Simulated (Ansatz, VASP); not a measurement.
## Rb2BS2 in VASP and in Ansatz

```
S Rb B
1.0
     0.00000    0.00000    6.11395
     6.91425    0.00000    0.00000
     3.45713    6.38104   -3.05697
S Rb B
4 4 2
Direct
  0.91563 0.23007 0.83126
  0.08437 0.76993 0.16874
  0.58437 0.06133 0.16874
  0.41563 0.93867 0.83126
  0.14952 0.18535 0.29904
  0.85048 0.81465 0.70096
  0.35048 0.48439 0.70096
  0.64952 0.51561 0.29904
  0.25000 0.00000 0.00000
  0.75000 0.00000 0.00000
```

Alike in both runs: functional PBE; k mesh 4 × 4 × 4; no spin polarisation.

Ansatz relaxed the structure, and its values are those at the end. VASP's run is a single point on that final structure, the one shown.

|  | VASP | Ansatz |
| --- | --- | --- |
| version | VASP 6.6.1 | Ansatz 0.2.0 |
| potentials or method | VASP PAW PBE potentials, release 64 (S, Rb_sv, B), cutoff 520 eV | PAW plane waves |
| occupations | fermi-dirac, width 0.1 eV | fermi-dirac |
| valence electrons in the cell | 66 | 66 |

VASP gave:

* pressure (GPa): -1.5
* rms of the force components (eV/Å): 0.008

Q: Which values does Ansatz return?

A: Pressure (GPa): -1.5; rms of the force components (eV/Å): 0.001.

Ansatz's warnings: stress scf threshold loose.
